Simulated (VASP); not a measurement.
# Y (P6_3/mmc) in VASP: further runs

Runs on Y. Level: LDA. Tasks: single point.

All numbers are computed with VASP 6.6.1; they aren't measurements. Logs are shortened: lines on timing, memory, paths and dates and some standing lists are left out, and cuts for length are marked.

### 1 The cell of the first run

The structure is hexagonal, space group P6_3/mmc (No. 194). The conventional cell has a = 3.541 Å, b = 3.541 Å, c = 5.514 Å, α = 90.00°, β = 90.00°, γ = 120.00°. Y (site symmetry -6m2) has 12 Y at 3.43 to 3.54 Å within 4.5 Å.

### 2 Single point, LDA

File INCAR:

```
  ALGO = Normal
  EDIFF = 1E-6
  ENCUT = 500
  GGA_COMPAT = F
  ISIF = 2
  ISMEAR = -1
  LASPH = T
  LCHARG = F
  LREAL = F
  LWAVE = F
  NBANDS = 18
  NELM = 120
  PREC = Accurate
  SIGMA = 0.05
```

File KPOINTS:

```
k-points
0
Gamma
  16 16 9
```

File POSCAR:

```
Y
1.0
    3.5414388809      0.0000000000      0.0000000000
   -1.7707194405      3.0669760368      0.0000000000
    0.0000000000      0.0000000000      5.5143512357
Y
2
Direct
    0.3333333333      0.6666666667      0.2500000000
    0.6666666667      0.3333333333      0.7500000000
```

Potentials or basis: VASP PAW LDA potentials, release 64 (Y_sv).

Launch:

```
cat potpaw_LDA.64/Y_sv/POTCAR > POTCAR
mpirun -np 1 vasp_std > vasp.out
```

OUTCAR:

```text
EDIFF = 1E-6
   ENCUT = 500
   ISIF = 2
   ISMEAR = -1
   LASPH = T
   LREAL = F
   NELM = 120
   PREC = Accurate

 ion  position               nearest neighbor table
   1  0.333  0.667  0.250-   2 3.43   2 3.43   2 3.43   2 3.43   2 3.43   2 3.43
   2  0.667  0.333  0.750-   1 3.43   1 3.43   1 3.43   1 3.43   1 3.43   1 3.43

  LATTYP: Found a hexagonal cell.
 ALAT       =     3.5414388809
 C/A-ratio  =     1.5570934361

  Lattice vectors:

 A1 = (   3.5414388809,   0.0000000000,   0.0000000000)
 A2 = (  -1.7707194405,   3.0669760368,   0.0000000000)
 A3 = (   0.0000000000,   0.0000000000,   5.5143512357)

Analysis of symmetry for initial positions (statically):
=====================================================================
 Subroutine PRICEL returns:
 Original cell was already a primitive cell.

 Routine SETGRP: Setting up the symmetry group for a
 hexagonal supercell.

 Subroutine GETGRP returns: Found 24 space group operations
 (whereof 12 operations were pure point group operations)
 out of a pool of 24 trial point group operations.

The static configuration has the point symmetry D_3d.
 The point group associated with its full space group is D_6h.

Analysis of symmetry for dynamics (positions and initial velocities):
=====================================================================
 Subroutine PRICEL returns:
 Original cell was already a primitive cell.

 Routine SETGRP: Setting up the symmetry group for a
 hexagonal supercell.

 Subroutine GETGRP returns: Found 24 space group operations
 (whereof 12 operations were pure point group operations)
 out of a pool of 24 trial point group operations.

The dynamic configuration has the point symmetry D_3d.
 The point group associated with its full space group is D_6h.

 Subroutine INISYM returns: Found 24 space group operations
 (whereof 12 operations are pure point group operations),
 and found     1 'primitive' translations

----------------------------------------------------------------------------------------

                                     Primitive cell

  volume of cell :      59.8942

  direct lattice vectors                    reciprocal lattice vectors
     3.541438881  0.000000000  0.000000000     0.282371102  0.163027032  0.000000000
    -1.770719440  3.066976037  0.000000000     0.000000000  0.326054064  0.000000000
     0.000000000  0.000000000  5.514351236     0.000000000  0.000000000  0.181344995

  length of vectors
     3.541438881  3.541438881  5.514351236     0.326054064  0.326054064  0.181344995

  position of ions in fractional coordinates (direct lattice)
     0.333333333  0.666666667  0.250000000
     0.666666667  0.333333333  0.750000000

  ion indices of the primitive-cell ions
   primitive index   ion index
                 1           1
                 2           2

----------------------------------------------------------------------------------------

 KPOINTS: k-points

Automatic generation of k-mesh.
 Grid dimensions read from file:
 generate k-points for:   16   16    9

 Generating k-lattice:

  Cartesian coordinates                     Fractional coordinates (reciprocal lattice)
     0.017648194  0.010189189  0.000000000     0.062500000  0.000000000  0.000000000
     0.000000000  0.020378379  0.000000000     0.000000000  0.062500000  0.000000000
     0.000000000  0.000000000  0.020149444     0.000000000  0.000000000  0.111111111

  Length of vectors
     0.020378379  0.020378379  0.020149444

  Shift w.r.t. Gamma in fractional coordinates (k-lattice)
     0.000000000  0.000000000  0.000000000

 Subroutine IBZKPT returns following result:
 ===========================================

 Found    150 irreducible k-points:

 Following reciprocal coordinates:
            Coordinates               Weight
  0.000000  0.000000  0.000000      1.000000
  0.062500  0.000000  0.000000      6.000000
  0.125000  0.000000  0.000000      6.000000
  0.187500  0.000000  0.000000      6.000000
  0.250000  0.000000  0.000000      6.000000
  0.312500 -0.000000  0.000000      6.000000
[... 16 lines left out ...]
  0.187500  0.187500  0.000000      6.000000
  0.250000  0.187500  0.000000     12.000000
 [... further k-points ...]
   k-points           NKPTS =    150   k-points in BZ     NKDIM =    150   number of bands    NBANDS=     18
   number of dos      NEDOS =    301   number of ions     NIONS =      2
   total plane-waves  NPLWV =  31360
   dimension x,y,z NGX =    28 NGY =   28 NGZ =   40
   dimension x,y,z NGXF=    56 NGYF=   56 NGZF=   80
   ions per type =               2
   NGX,Y,Z   is equivalent  to a cutoff of  13.14, 13.14, 12.06 a.u.
   NGXF,Y,Z  is equivalent  to a cutoff of  26.29, 26.29, 24.12 a.u.
 SYSTEM =  unknown system
   PREC   = accura    normal or accurate (medium, high low for compatibility)
   ISTART =      0    job   : 0-new  1-cont  2-samecut
   ICHARG =      2    charge: 1-file 2-atom 10-const
   ISPIN  =      1    spin polarized calculation?
   LNONCOLLINEAR =      F non collinear calculations
   LSORBIT =      F    spin-orbit coupling
   LASPH  =      T    aspherical Exc in radial PAW
   ENCUT  =  500.0 eV  36.75 Ry    6.06 a.u.   6.46  6.46 10.05*2*pi/ulx,y,z
   NELM   =    120;   NELMIN=  2; NELMDL= -5     # of ELM steps
   EDIFF  = 0.1E-05   stopping-criterion for ELM
   LREAL  =      F    real-space projection
   EDIFFG = 0.1E-04   stopping-criterion for IOM
   NSW    =      0    number of steps for IOM
   IBRION =     -1    ionic relax: 0-MD 1-quasi-New 2-CG
   NFREE  =      0    steps in history (QN), initial steepest desc. (CG)
   ISIF   =      2    stress and relaxation
   ISYM   =      2    0-nonsym 1-usesym 2-fastsym
   POTIM  = 0.5000    time-step for ionic-motion
   TEBEG  =    0.0;   TEEND  =   0.0 temperature during run
   PSTRESS=    0.0 pullay stress
   NELECT =      22.0000    total number of electrons
   NUPDOWN=      -1.0000    fix difference up-down
   EMIN   =  10.00;   EMAX   =-10.00  energy-range for DOS
   EFERMI =   0.00;   METHOD = LEGACY
   ISMEAR =    -1;   SIGMA  =   0.05  broadening in eV -4-tet -1-fermi 0-gaus
   EFERMI_NEDOS =   21; number of points for ismear=-14 and -15
   IALGO  =     38    algorithm
   IMIX   =      4    mixing-type and parameters
     AMIX     =   0.40;   BMIX     =  1.00
     AMIX_MAG =   1.60;   BMIX_MAG =  1.00
  volume/ion in A,a.u.               =      29.95       202.09
  Fermi-wavevector in a.u.,A,eV,Ry     =   1.172432  2.215575 18.702514  1.374596
  Thomas-Fermi vector in A             =   2.308860
   LORBIT       =      0    0 simple, 1 ext, 2 COOP (PROOUT), +10 PAW based schemes
   GGA     = CA    functional components
   LHFCALC =     F    Hartree Fock is set to
   AEXX    =    0.0000 exact exchange contribution
   IVDW    =     0    specifies the selected vdW correction
   LEPSILON=     F    determine dielectric tensor
   LRPA    =     F    only Hartree local field effects (RPA)
 non-spin polarized calculation
  energy-cutoff  :      500.00
  volume of cell :       59.89
 maximum number of plane-waves:      1544
 NGX is ok and might be reduce to    28
   NGX = 13   NGY = 13   NGZ = 21

 number of electron      22.0000000 magnetization

 Free energy of the ion-electron system (eV)
  ---------------------------------------------------
  ext. energy  EPLUGINS =         0.00000000
  ---------------------------------------------------
  free energy    TOTEN  =       -13.90698340 eV

  energy without entropy =      -13.87507145  energy(sigma->0) =      -13.89102743

 E-fermi :   3.2988     XC(G=0): -10.0072

 val. band max:        3.2958122724   @ k =   0.3125   0.1250   0.4444
 cond. band min:       3.3015558684   @ k =   0.5000   0.0000   0.3333
 fundamental gap:      0.0057435960
 Fermi energy:         3.2988488969

 k-point     1 :       0.0000    0.0000    0.0000
  band No.  band energies     occupation
      1     -38.9509      2.00000
      2     -38.8357      2.00000
      3     -19.4894      2.00000
      4     -18.8327      2.00000
      5     -18.8327      2.00000
      6     -18.7072      2.00000
[... 10 lines left out ...]
     17       6.1672      0.00000
     18       6.1672      0.00000

 k-point     2 :       0.0625    0.0000    0.0000
  band No.  band energies     occupation
      1     -38.9479      2.00000
      2     -38.8347      2.00000
      3     -19.4798      2.00000
      4     -18.8522      2.00000
      5     -18.8395      2.00000
      6     -18.7279      2.00000
[... 10 lines left out ...]
     17       6.0417      0.00000
     18       6.0762      0.00000

 k-point     3 :       0.1250    0.0000    0.0000
  band No.  band energies     occupation
      1     -38.9394      2.00000
      2     -38.8319      2.00000
      3     -19.4518      2.00000
      4     -18.9078      2.00000
      5     -18.8583      2.00000
      6     -18.7858      2.00000
[... 10 lines left out ...]
     17       5.9502      0.00000
     18       6.0586      0.00000

 k-point     4 :       0.1875    0.0000    0.0000
  band No.  band energies     occupation
      1     -38.9263      2.00000
      2     -38.8281      2.00000
      3     -19.4074      2.00000
      4     -18.9912      2.00000
      5     -18.8854      2.00000
      6     -18.8697      2.00000
[... 10 lines left out ...]
     17       6.3061      0.00000
     18       6.4444      0.00000

 k-point     5 :       0.2500    0.0000    0.0000
  band No.  band energies     occupation
      1     -38.9101      2.00000
      2     -38.8243      2.00000
      3     -19.3501      2.00000
      4     -19.0897      2.00000
      5     -18.9650      2.00000
      6     -18.9162      2.00000
[... 10 lines left out ...]
     17       6.7418      0.00000
     18       6.9550      0.00000

 k-point     6 :       0.3125   -0.0000    0.0000
  band No.  band energies     occupation
      1     -38.8929      2.00000
      2     -38.8214      2.00000
      3     -19.2850      2.00000
      4     -19.1881      2.00000
      5     -19.0566      2.00000
      6     -18.9461      2.00000
[... 10 lines left out ...]
     17       7.2793      0.00000
     18       7.5525      0.00000

 k-point     7 :       0.3750    0.0000    0.0000
  band No.  band energies     occupation
      1     -38.8768      2.00000
      2     -38.8205      2.00000
      3     -19.2712      2.00000
      4     -19.2192      2.00000
      5     -19.1319      2.00000
      6     -18.9707      2.00000
[... 10 lines left out ...]
     17       7.9427      0.00000
     18       8.1767      0.00000

 k-point     8 :       0.4375   -0.0000    0.0000
  band No.  band energies     occupation
      1     -38.8646      2.00000
      2     -38.8213      2.00000
      3     -19.3265      2.00000
      4     -19.1812      2.00000
      5     -19.1645      2.00000
      6     -18.9869      2.00000
[... 10 lines left out ...]
     17       8.7526      0.00000
     18       8.7697      0.00000
[... 229 lines left out ...]
     17       7.3717      0.00000
     18       8.0759      0.00000

 k-point    20 :       0.3125    0.1250    0.0000
  band No.  band energies     occupation
      1     -38.8719      2.00000
      2     -38.8205      2.00000
      3     -19.2555      2.00000
      4     -19.1983      2.00000
      5     -19.1415      2.00000
      6     -18.9911      2.00000
[... 10 lines left out ...]
     17       8.0175      0.00000
     18       8.7633      0.00000

 k-point    21 :       0.3750    0.1250    0.0000
  band No.  band energies     occupation
      1     -38.8599      2.00000
      2     -38.8219      2.00000
      3     -19.3065      2.00000
      4     -19.1690      2.00000
      5     -19.1430      2.00000
      6     -19.0214      2.00000
[... 10 lines left out ...]
     17       8.5033      0.00000
     18       9.1046      0.00000

 k-point    22 :       0.4375    0.1250    0.0000
  band No.  band energies     occupation
      1     -38.8551      2.00000
      2     -38.8231      2.00000
      3     -19.3243      2.00000
      4     -19.1785      2.00000
      5     -19.1187      2.00000
      6     -19.0321      2.00000
[... 10 lines left out ...]
     17       8.6954      0.00000
     18       9.1155      0.00000

 k-point    23 :       0.1875    0.1875    0.0000
  band No.  band energies     occupation
      1     -38.8887      2.00000
      2     -38.8210      2.00000
      3     -19.2689      2.00000
      4     -19.1334      2.00000
      5     -19.1264      2.00000
      6     -18.9321      2.00000
[... 10 lines left out ...]
     17       7.3227      0.00000
     18       8.0718      0.00000

 k-point    24 :       0.2500    0.1875    0.0000
  band No.  band energies     occupation
      1     -38.8735      2.00000
      2     -38.8204      2.00000
      3     -19.2093      2.00000
      4     -19.2058      2.00000
      5     -19.1530      2.00000
      6     -18.9797      2.00000
[... 10 lines left out ...]
     17       7.9224      0.00000
     18       8.7544      0.00000

 [... further k-points ...]

------------------------ aborting loop because EDIFF is reached ----------------------------------------

  FORCE on cell =-STRESS in cart. coord.  units (eV):
  Direction    XX          YY          ZZ          XY          YZ          ZX
  --------------------------------------------------------------------------------------
  -------------------------------------------------------------------------------------
  Total       -0.0595807     -0.0595807     -0.0433674      0.0000000     -0.0000000      0.0000000
  in kB       -1.5937915     -1.5937915     -1.1600850      0.0000000     -0.0000000      0.0000000
  external PRESSURE =      -1.4492226 kB  Pullay stress =       0.0000000 kB

 VOLUME and BASIS-vectors are now :
 -----------------------------------------------------------------------------
  energy-cutoff  :      500.00
  volume of cell :       59.89
      direct lattice vectors                 reciprocal lattice vectors
     3.541438881  0.000000000  0.000000000     0.282371102  0.163027032  0.000000000
    -1.770719440  3.066976037  0.000000000     0.000000000  0.326054064  0.000000000
     0.000000000  0.000000000  5.514351236     0.000000000  0.000000000  0.181344995

 POSITION                                       TOTAL-FORCE (eV/Angst)
 -----------------------------------------------------------------------------------
     -0.00000      2.04465      1.37859         0.000000     -0.000000      0.000000
      1.77072      1.02233      4.13576        -0.000000      0.000000      0.000000
 -----------------------------------------------------------------------------------
    total drift:                               -0.000000      0.000000     -0.000000

  FREE ENERGIE OF THE ION-ELECTRON SYSTEM (eV)
  ---------------------------------------------------
  free  energy   TOTEN  =       -13.9069834019 eV

  energy  without entropy=      -13.8750714517  energy(sigma->0) =      -13.89102743
```

Wall time 1.9 min (1 thread of Intel Xeon 6975P-C (Granite Rapids), shared host); peak memory 0.26 GiB.

Results:

| Property | Result |
| --- | --- |
| Free energy | -13.9070 eV |
| Pressure | -0.1 GPa |
| Band gap on the k mesh | zero (bands 11 and 12 overlap by 1.76 eV) |

### 3 Single point, LDA

File INCAR:

```
PREC = Accurate
ENCUT = 500
EDIFF = 1E-6
ISMEAR = -1
SIGMA = 0.05
LREAL = False
LASPH = True
NELM = 120
ALGO = Normal
ISIF = 2
LWAVE = False
LCHARG = True
GGA = CA
LELF = True
LVHAR = True
NBANDS = 18
GGA_COMPAT = False
```

File KPOINTS:

```
regular mesh
0
Gamma
  16 16 9
```

File POSCAR:

```
Y
1.0
    3.5414388809      0.0000000000      0.0000000000
   -1.7707194404      3.0669760368      0.0000000000
    0.0000000000      0.0000000000      5.5143512357
Y
2
Direct
    0.3333333333      0.6666666667      0.2500000000
    0.6666666667      0.3333333333      0.7500000000
```

Potentials or basis: VASP PAW LDA potentials, release 64 (Y_sv).

Launch:

```
cat potpaw_LDA.64/Y_sv/POTCAR > POTCAR
mpirun -np 1 vasp_std > vasp.out
```

OUTCAR:

```text
PREC = Accurate
   ENCUT = 500
   EDIFF = 1E-6
   ISMEAR = -1
   LREAL = False
   LASPH = True
   NELM = 120
   ISIF = 2
   GGA = CA

 ion  position               nearest neighbor table
   1  0.333  0.667  0.250-   2 3.43   2 3.43   2 3.43   2 3.43   2 3.43   2 3.43
   2  0.667  0.333  0.750-   1 3.43   1 3.43   1 3.43   1 3.43   1 3.43   1 3.43

  LATTYP: Found a hexagonal cell.
 ALAT       =     3.5414388809
 C/A-ratio  =     1.5570934361

  Lattice vectors:

[... 691 lines left out ...]
 [... further k-points ...]

------------------------ aborting loop because EDIFF is reached ----------------------------------------

  FORCE on cell =-STRESS in cart. coord.  units (eV):
  Direction    XX          YY          ZZ          XY          YZ          ZX
  --------------------------------------------------------------------------------------
  -------------------------------------------------------------------------------------
  Total       -0.0595807     -0.0595807     -0.0433674     -0.0000000      0.0000000      0.0000000
  in kB       -1.5937916     -1.5937916     -1.1600849     -0.0000000      0.0000000      0.0000000
  external PRESSURE =      -1.4492227 kB  Pullay stress =       0.0000000 kB

 VOLUME and BASIS-vectors are now :
 -----------------------------------------------------------------------------
  energy-cutoff  :      500.00
  volume of cell :       59.89
      direct lattice vectors                 reciprocal lattice vectors
     3.541438881  0.000000000  0.000000000     0.282371102  0.163027032  0.000000000
    -1.770719440  3.066976037  0.000000000     0.000000000  0.326054064  0.000000000
     0.000000000  0.000000000  5.514351236     0.000000000  0.000000000  0.181344995

 POSITION                                       TOTAL-FORCE (eV/Angst)
 -----------------------------------------------------------------------------------
     -0.00000      2.04465      1.37859         0.000000     -0.000000      0.000000
      1.77072      1.02233      4.13576        -0.000000      0.000000      0.000000
 -----------------------------------------------------------------------------------
    total drift:                               -0.000000      0.000000     -0.000000

  FREE ENERGIE OF THE ION-ELECTRON SYSTEM (eV)
  ---------------------------------------------------
  free  energy   TOTEN  =       -13.9069834015 eV

  energy  without entropy=      -13.8750714514  energy(sigma->0) =      -13.89102743
```

OSZICAR:

```text
N       E                     dE             d eps       ncg     rms          rms(c)
DAV:   1     0.892117811969E+02    0.89212E+02   -0.11089E+04  5408   0.114E+03
DAV:   2    -0.686509347349E+01   -0.96077E+02   -0.94503E+02  6688   0.259E+02
DAV:   3    -0.140574388005E+02   -0.71923E+01   -0.71090E+01  9120   0.433E+01
DAV:   4    -0.142744577414E+02   -0.21702E+00   -0.21667E+00  6750   0.731E+00
DAV:   5    -0.142792325644E+02   -0.47748E-02   -0.47736E-02  7518   0.886E-01    0.351E+01
DAV:   6    -0.139668917020E+02    0.31234E+00   -0.38641E-01  5914   0.376E+00    0.216E+01
DAV:   7    -0.139193959220E+02    0.47496E-01   -0.75160E-01  7710   0.462E+00    0.170E+00
DAV:   8    -0.139068961041E+02    0.12500E-01   -0.11509E-01  6630   0.201E+00    0.424E-01
DAV:   9    -0.139070042564E+02   -0.10815E-03   -0.45394E-03  7024   0.442E-01    0.167E-01
DAV:  10    -0.139069819766E+02    0.22280E-04   -0.42926E-04  7626   0.153E-01    0.485E-02
DAV:  11    -0.139069837588E+02   -0.17823E-05   -0.19100E-05  7420   0.278E-02    0.366E-02
DAV:  12    -0.139069834015E+02    0.35728E-06   -0.46627E-06  6108   0.176E-02
   1 F= -.13906983E+02 E0= -.13891027E+02  d E =-.319120E-01
```

stdout:

```text
POSCAR found type information on POSCAR Y
 POSCAR found :  1 types and       2 ions
 scaLAPACK will be used
 LDA part: xc-table for (Slater(with rela. corr.)+CA(PZ))
 , standard interpolation
 POSCAR, INCAR and KPOINTS ok, starting setup
 FFT: planning ... GRIDC
 FFT: planning ... GRID_SOFT
 FFT: planning ... GRID
 WAVECAR not read
 entering main loop
```

Run time: 2.4 min. Hardware: 1 thread of Intel Xeon 6975P-C (Granite Rapids), shared host; peak memory 0.27 GiB.

What came out:

```
Free energy            : -13.9070 eV
Pressure               : -0.1 GPa
Band gap on the k mesh : zero (bands 11 and 12 overlap by 1.76 eV)
```

(Continued in part 2 of 2.)
